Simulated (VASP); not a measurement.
Set up this calculation in VASP 6.6.1, as the native input.

```
Task                   : single point
Functional             : PBE
Dispersion             : D4
Potentials or basis    : VASP PAW PBE potentials, release 64 (Ag, Br)
Cutoff                 : 500 eV
k mesh                 : 5 × 5 × 5
Occupations            : tetrahedron
Spin                   : no spin polarisation
Dipole correction      : no
Further INCAR settings : ALGO = Normal; EDIFF = 1e-06; NBANDS = 16
```

The structure of AgBr lies in POSCAR:

```
AgBr
1.0
    0.0000000000      2.8990140000      2.8990140000
    2.8990140000      0.0000000000      2.8990140000
    2.8990140000      2.8990140000      0.0000000000
Ag Br
1 1
Direct
    0.0000000000      0.0000000000      0.0000000000
    0.5000000000      0.5000000000      0.5000000000
```

One way to write it, as run:

INCAR

```
PREC = Accurate ; ENCUT = 500
EDIFF = 1E-6 ; ISMEAR = -4
SIGMA = 0.1 ; LREAL = False
LASPH = True ; NELM = 120
ALGO = Normal ; ISIF = 2
LWAVE = False ; LCHARG = False
GGA = PE ; IVDW = 13
NBANDS = 16 ; GGA_COMPAT = False
```

KPOINTS

```
Automatic mesh
0
Gamma
  5 5 5
```

Potentials or basis: VASP PAW PBE potentials, release 64 (Ag, Br).

The run is started by

```console
$ cat potpaw_PBE.64/Ag/POTCAR potpaw_PBE.64/Br/POTCAR > POTCAR
$ mpirun -np 1 vasp_std > vasp.out
```

It gave:

```json
{
 "Pressure": "-1.4 GPa",
 "Band gap on the k mesh": "0.81 eV, indirect (least direct gap 2.50 eV)",
 "Dispersion energy per atom": "-0.363 eV"
}
```

It took 22 s on 1 thread of Intel Xeon 8259CL (shared host), peak memory 0.17 GiB.
